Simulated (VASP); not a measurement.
# WC (Cmmm) in VASP: a series of runs, part 2 of 2

VASP 6.6.1. Earlier steps stand in the parts before.

### 4 Single point, PBE

INCAR reads:

```
SYSTEM = WC
ALGO = Normal
EDIFF = 1E-6
ENCUT = 520
GGA = PE
ISIF = 2
ISMEAR = 0
LASPH = .True.
LCHARG = .False.
LREAL = .False.
LWAVE = .False.
NBANDS = 16
NELM = 60
PREC = Accurate
SIGMA = 0.024
```

KPOINTS reads:

```
k-points
0
Gamma
  10 10 6
  0 0 0
```

POSCAR reads:

```
WC
1.0
    1.6403461100     -2.1180379000      0.0000000000
    1.6403461100      2.1180379000      0.0000000000
    0.0000000000      0.0000000000      4.3094211000
W C
1 1
Direct
    0.5000000000      0.5000000000      0.5000000000
    0.0000000000      0.0000000000      0.0000000000
```

Potentials or basis: VASP PAW PBE potentials, release 64 (W_sv, C).

Run with:

```bash
$ cat potpaw_PBE.64/W_sv/POTCAR potpaw_PBE.64/C/POTCAR > POTCAR
$ mpirun -np 1 vasp_std > vasp.out
```

OUTCAR:

```text
SYSTEM = WC
   EDIFF = 1E-6
   ENCUT = 520
   GGA = PE
   ISIF = 2
   ISMEAR = 0
   LASPH = .True.
   LREAL = .False.
   NELM = 60
   PREC = Accurate

 ion  position               nearest neighbor table
   1  0.500  0.500  0.500-   2 2.71   2 2.71   2 2.71   2 2.71
   2  0.000  0.000  0.000-   1 2.71   1 2.71   1 2.71   1 2.71

  LATTYP: Found a base centered orthorhombic cell.
 ALAT       =     3.2806922200
 B/A-ratio  =     1.2912140231
 C/A-ratio  =     1.3135706769

  Lattice vectors:

[... 643 lines left out ...]
------------------------ aborting loop because EDIFF is reached ----------------------------------------

  FORCE on cell =-STRESS in cart. coord.  units (eV):
  Direction    XX          YY          ZZ          XY          YZ          ZX
  --------------------------------------------------------------------------------------
  -------------------------------------------------------------------------------------
  Total       -6.5403862     -0.3682961    -10.9881265      0.0000000      0.0000000      0.0000000
  in kB     -349.9418015    -19.7055962   -587.9170856      0.0000000      0.0000000      0.0000000
  external PRESSURE =    -319.1881611 kB  Pullay stress =       0.0000000 kB

 VOLUME and BASIS-vectors are now :
 -----------------------------------------------------------------------------
  energy-cutoff  :      520.00
  volume of cell :       29.94
      direct lattice vectors                 reciprocal lattice vectors
     1.640346110 -2.118037900  0.000000000     0.304813720 -0.236067542  0.000000000
     1.640346110  2.118037900  0.000000000     0.304813720  0.236067542  0.000000000
     0.000000000  0.000000000  4.309421100     0.000000000  0.000000000  0.232049729

 POSITION                                       TOTAL-FORCE (eV/Angst)
 -----------------------------------------------------------------------------------
      1.64035      0.00000      2.15471         0.000000     -0.000000      0.000000
      0.00000      0.00000      0.00000        -0.000000      0.000000      0.000000
 -----------------------------------------------------------------------------------
    total drift:                                0.000000      0.000000      0.000000

  FREE ENERGIE OF THE ION-ELECTRON SYSTEM (eV)
  ---------------------------------------------------
  free  energy   TOTEN  =       -16.7001183903 eV

  energy  without entropy=      -16.6996020095  energy(sigma->0) =      -16.69986020
```

OSZICAR:

```text
N       E                     dE             d eps       ncg     rms          rms(c)
DAV:   1     0.130181971188E+03    0.13018E+03   -0.10883E+04  4008   0.121E+03
DAV:   2    -0.148714580185E+02   -0.14505E+03   -0.14033E+03  4928   0.325E+02
DAV:   3    -0.182564763441E+02   -0.33850E+01   -0.33666E+01  4368   0.495E+01
DAV:   4    -0.182823288880E+02   -0.25853E-01   -0.25851E-01  5048   0.486E+00
DAV:   5    -0.182826489432E+02   -0.32006E-03   -0.32005E-03  4440   0.494E-01    0.154E+01
DAV:   6    -0.179699943467E+02    0.31265E+00   -0.13858E+01  4928   0.206E+01    0.687E+00
DAV:   7    -0.167780665912E+02    0.11919E+01   -0.42418E+00  4704   0.943E+00    0.399E+00
DAV:   8    -0.167016258499E+02    0.76441E-01   -0.29874E-01  4256   0.440E+00    0.443E-01
DAV:   9    -0.167003941048E+02    0.12317E-02   -0.64151E-03  4392   0.580E-01    0.246E-01
DAV:  10    -0.167001394093E+02    0.25470E-03   -0.92029E-04  4480   0.299E-01    0.317E-02
DAV:  11    -0.167001190272E+02    0.20382E-04   -0.88513E-05  4600   0.815E-02    0.212E-02
DAV:  12    -0.167001183903E+02    0.63687E-06   -0.83191E-06  4728   0.217E-02
   1 F= -.16700118E+02 E0= -.16699860E+02  d E =-.516381E-03
```

stdout:

```text
POSCAR found type information on POSCAR W C
 POSCAR found :  2 types and       2 ions
 scaLAPACK will be used
 LDA part: xc-table for (Slater+PW92), standard interpolation
 POSCAR, INCAR and KPOINTS ok, starting setup
 FFT: planning ... GRIDC
 FFT: planning ... GRID_SOFT
 FFT: planning ... GRID
 WAVECAR not read
 entering main loop
```

Run time: 52 s. Hardware: 1 thread of AMD EPYC 7R13, shared host; peak memory 0.18 GiB.

Results:

```
Free energy            : -16.7001 eV
Pressure               : -31.9 GPa
Band gap on the k mesh : zero (bands 9 and 10 overlap by 4.08 eV)
```

Caveat: the stress differs along the axes, from -59 to -2 GPa; spin-orbit coupling is left out, which moves the levels of the heavy elements.

### 5 Single point, r2SCAN, non-collinear spin, zero start, spin-orbit coupling

POSCAR is that of step 4.

INCAR.step1 reads:

```
PREC = Accurate
ENCUT = 520
ISMEAR = -1
SIGMA = 0.05
LREAL = F
LASPH = T
NELM = 150
MAGMOM = 0 0 0 0 0 0
LSORBIT = T
GGA_COMPAT = F
LMAXMIX = 4
NBANDS = 30
GGA = PE
ALGO = Normal
EDIFF = 1E-4
LWAVE = T
LCHARG = F
```

INCAR.step2 reads:

```
PREC = Accurate
ENCUT = 520
EDIFF = 1E-6
ISMEAR = -1
SIGMA = 0.05
LREAL = F
LASPH = T
NELM = 150
ALGO = Normal
ISIF = 2
LWAVE = F
LCHARG = F
MAGMOM = 0 0 0 0 0 0
LORBIT = 11
LSORBIT = T
GGA_COMPAT = F
LORBMOM = T
LMAXMIX = 4
METAGGA = R2SCAN
LMIXTAU = T
NBANDS = 30
ISTART = 1
```

KPOINTS reads:

```
Automatic mesh
0
Gamma
  7 7 5
```

Potentials or basis: VASP PAW PBE potentials, release 64 (W_sv, C).

Run with:

```bash
$ cat potpaw_PBE.64/W_sv/POTCAR potpaw_PBE.64/C/POTCAR > POTCAR
$ cp INCAR.step1 INCAR
$ mpirun -np 1 vasp_ncl > vasp.out
$ cp INCAR.step2 INCAR
$ mpirun -np 1 vasp_ncl > vasp.out
```

OUTCAR:

```text
PREC = Accurate
   ENCUT = 520
   EDIFF = 1E-6
   ISMEAR = -1
   LREAL = F
   LASPH = T
   NELM = 150
   ISIF = 2
   LORBIT = 11
   LSORBIT = T
   METAGGA = R2SCAN
   ISTART = 1

 ion  position               nearest neighbor table
   1  0.500  0.500  0.500-   2 2.71   2 2.71   2 2.71   2 2.71
   2  0.000  0.000  0.000-   1 2.71   1 2.71   1 2.71   1 2.71

  LATTYP: Found a base centered orthorhombic cell.
 ALAT       =     3.2806922200
 B/A-ratio  =     1.2912140231
 C/A-ratio  =     1.3135706769

  Lattice vectors:

 A1 = (   1.6403461100,  -2.1180379000,   0.0000000000)
 A2 = (   1.6403461100,   2.1180379000,   0.0000000000)
 A3 = (   0.0000000000,   0.0000000000,   4.3094211000)

Analysis of symmetry for initial positions (statically):
=====================================================================
 Subroutine PRICEL returns:
 Original cell was already a primitive cell.

 Routine SETGRP: Setting up the symmetry group for a
 base centered orthorhombic supercell.

 Subroutine GETGRP returns: Found  8 space group operations
 (whereof  8 operations were pure point group operations)
 out of a pool of  8 trial point group operations.

The static configuration has the point symmetry D_2h.

Analysis of symmetry for dynamics (positions and initial velocities):
=====================================================================
 Subroutine PRICEL returns:
 Original cell was already a primitive cell.

 Routine SETGRP: Setting up the symmetry group for a
 base centered orthorhombic supercell.

 Subroutine GETGRP returns: Found  8 space group operations
 (whereof  8 operations were pure point group operations)
 out of a pool of  8 trial point group operations.

The dynamic configuration has the point symmetry D_2h.

Analysis of structural, dynamic, and magnetic symmetry:
=====================================================================
 Subroutine PRICEL returns:
 Original cell was already a primitive cell.

 Routine SETGRP: Setting up the symmetry group for a
 base centered orthorhombic supercell.

 Subroutine GETGRP returns: Found  8 space group operations
 (whereof  8 operations were pure point group operations)
 out of a pool of  8 trial point group operations.

The overall configuration has the point symmetry D_2h.

 Subroutine INISYM returns: Found  8 space group operations
 (whereof  8 operations are pure point group operations),
 and found     1 'primitive' translations

----------------------------------------------------------------------------------------

                                     Primitive cell

  volume of cell :      29.9446

  direct lattice vectors                    reciprocal lattice vectors
     1.640346110 -2.118037900  0.000000000     0.304813720 -0.236067542  0.000000000
     1.640346110  2.118037900  0.000000000     0.304813720  0.236067542  0.000000000
     0.000000000  0.000000000  4.309421100     0.000000000  0.000000000  0.232049729
[... 934 lines left out ...]

  FORCE on cell =-STRESS in cart. coord.  units (eV):
  Direction    XX          YY          ZZ          XY          YZ          ZX
  --------------------------------------------------------------------------------------
  -------------------------------------------------------------------------------------
  Total       -7.1975543     -0.1686605    -11.2408258     -0.0000000      0.0000000      0.0000000
  in kB     -385.1034266     -9.0241422   -601.4377041     -0.0000000      0.0000000      0.0000000
  external PRESSURE =    -331.8550910 kB  Pullay stress =       0.0000000 kB

 VOLUME and BASIS-vectors are now :
 -----------------------------------------------------------------------------
  energy-cutoff  :      520.00
  volume of cell :       29.94
      direct lattice vectors                 reciprocal lattice vectors
     1.640346110 -2.118037900  0.000000000     0.304813720 -0.236067542  0.000000000
     1.640346110  2.118037900  0.000000000     0.304813720  0.236067542  0.000000000
     0.000000000  0.000000000  4.309421100     0.000000000  0.000000000  0.232049729

 POSITION                                       TOTAL-FORCE (eV/Angst)
 -----------------------------------------------------------------------------------
      1.64035      0.00000      2.15471         0.000000     -0.000000      0.000000
      0.00000      0.00000      0.00000        -0.000000      0.000000      0.000000
 -----------------------------------------------------------------------------------
    total drift:                                0.000000      0.000000      0.000000

  FREE ENERGIE OF THE ION-ELECTRON SYSTEM (eV)
  ---------------------------------------------------
  free  energy   TOTEN  =       -56.2773380160 eV

  energy  without entropy=      -56.2676076282  energy(sigma->0) =      -56.27247282

 orbital moment (x)

 # of ion     p       d       tot
 ----------------------------------------
  1         0.000   0.000   0.000
  2         0.000   0.000   0.000
 ----------------------------------------
            0.000   0.000   0.000

 orbital moment (y)

 # of ion     p       d       tot
 ----------------------------------------
  1         0.000   0.000   0.000
  2         0.000   0.000   0.000
 ----------------------------------------
            0.000   0.000   0.000

 orbital moment (z)

 # of ion     p       d       tot
 ----------------------------------------
  1         0.000   0.000   0.000
  2         0.000   0.000   0.000
 ----------------------------------------
            0.000   0.000   0.000

 Spin-Orbit-Coupling matrix elements

 Ion:    1  E_soc:     -1.6237659
 l=   1
     0.0000000    -0.2198547    -0.2247128
    -0.2198547     0.0000000    -0.2191578
    -0.2247128    -0.2191578     0.0000000
 l=   2
     0.0000000    -0.0106123     0.0000000    -0.0103968    -0.0425087
    -0.0106123     0.0000000    -0.0343717    -0.0088281    -0.0063444
     0.0000000    -0.0343717     0.0000000    -0.0283747     0.0000000
    -0.0103968    -0.0088281    -0.0283747     0.0000000    -0.0067209
    -0.0425087    -0.0063444     0.0000000    -0.0067209     0.0000000
 l=   3
     0.0000000     0.0000000     0.0000000     0.0000000     0.0000000     0.0000000     0.0000000
     0.0000000     0.0000000     0.0000000     0.0000000     0.0000000     0.0000000     0.0000000
     0.0000000     0.0000000     0.0000000     0.0000000     0.0000000     0.0000000     0.0000000
     0.0000000     0.0000000     0.0000000     0.0000000     0.0000000     0.0000000     0.0000000
     0.0000000     0.0000000     0.0000000     0.0000000     0.0000000     0.0000000     0.0000000
     0.0000000     0.0000000     0.0000000     0.0000000     0.0000000     0.0000000     0.0000000
     0.0000000     0.0000000     0.0000000     0.0000000     0.0000000     0.0000000     0.0000000

 Ion:    2  E_soc:     -0.0001673
 l=   1
     0.0000000    -0.0000283    -0.0000322
    -0.0000283     0.0000000    -0.0000231
    -0.0000322    -0.0000231     0.0000000
 l=   2
     0.0000000     0.0000000     0.0000000     0.0000000     0.0000000
     0.0000000     0.0000000     0.0000000     0.0000000     0.0000000
     0.0000000     0.0000000     0.0000000     0.0000000     0.0000000
     0.0000000     0.0000000     0.0000000     0.0000000     0.0000000
     0.0000000     0.0000000     0.0000000     0.0000000     0.0000000
 l=   3
     0.0000000     0.0000000     0.0000000     0.0000000     0.0000000     0.0000000     0.0000000
     0.0000000     0.0000000     0.0000000     0.0000000     0.0000000     0.0000000     0.0000000
     0.0000000     0.0000000     0.0000000     0.0000000     0.0000000     0.0000000     0.0000000
     0.0000000     0.0000000     0.0000000     0.0000000     0.0000000     0.0000000     0.0000000
     0.0000000     0.0000000     0.0000000     0.0000000     0.0000000     0.0000000     0.0000000
     0.0000000     0.0000000     0.0000000     0.0000000     0.0000000     0.0000000     0.0000000
     0.0000000     0.0000000     0.0000000     0.0000000     0.0000000     0.0000000     0.0000000

 total charge

# of ion       s       p       d       tot
------------------------------------------
    1        2.350   6.206   3.240  11.796
    2        1.000   1.030   0.000   2.030
--------------------------------------------------
tot          3.350   7.236   3.240  13.827

 magnetization (x)

# of ion       s       p       d       tot
------------------------------------------
    1        0.000   0.000   0.000   0.000
    2        0.000   0.000   0.000   0.000
--------------------------------------------------
tot          0.000   0.000   0.000   0.000

 magnetization (y)

# of ion       s       p       d       tot
------------------------------------------
    1        0.000   0.000   0.000   0.000
    2        0.000   0.000   0.000   0.000
--------------------------------------------------
tot          0.000   0.000   0.000   0.000

 magnetization (z)

# of ion       s       p       d       tot
------------------------------------------
    1        0.000   0.000  -0.000  -0.000
    2       -0.000   0.000   0.000  -0.000
--------------------------------------------------
tot         -0.000   0.000  -0.000  -0.000
```

It took 9.6 min on 1 thread of AMD EPYC 7R13, shared host; peak memory 0.26 GiB.

Results:

```
Free energy                                           : -56.2773 eV
Pressure                                              : -33.2 GPa
Net moment                                            : 0.00 μB per cell
Valence electrons inside the program's atomic spheres : W 11.80; C 2.03
```

Stress tensor (GPa, compression positive):
```
-38.51   0.00   0.00
  0.00  -0.90   0.00
  0.00   0.00 -60.14
```

Moments on the atoms (μB; x, y, z):
```
W   0.00 0.00 0.00
C   0.00 0.00 0.00
```

Caveat: the stress differs along the axes, from -60 to -1 GPa; the PAW data sets were made with another functional, which shifts forces and pressure a little.

### 6 The runs side by side

| level | spin | k mesh | smearing | gap on the mesh (eV) | pressure (GPa) |
| --- | --- | --- | --- | --- | --- |
| PBE | off | 10 × 10 × 6 | gaussian 0.022 eV | none | -31.9 |
| PBE | off | 10 × 10 × 6 | gaussian 0.023 eV | none | -31.9 |
| PBE | off | 10 × 10 × 6 | gaussian 0.024 eV | none | -31.9 |
| r2SCAN | non-collinear, zero start, SOC | 7 × 7 × 5 | fermi-dirac 0.05 eV | - | -33.2 |

Alike in all rows: task single point; potentials or basis VASP PAW PBE potentials, release 64 (W_sv, C); cell as given; cutoff (eV) 520.

The pressure there spans -33.2 GPa (r2SCAN) to -31.9 GPa (PBE); a positive pressure means that this level wants a larger cell, a negative one a smaller.

Caveats: the stress differs along the axes, from -59 to -2 GPa (at least some runs); spin-orbit coupling is left out, which moves the levels of the heavy elements (at least some runs); the stress differs along the axes, from -60 to -1 GPa (at least some runs); the PAW data sets were made with another functional, which shifts forces and pressure a little (at least some runs).

Total energies depend on the potentials used, so only differences within one code and one set of settings carry meaning.
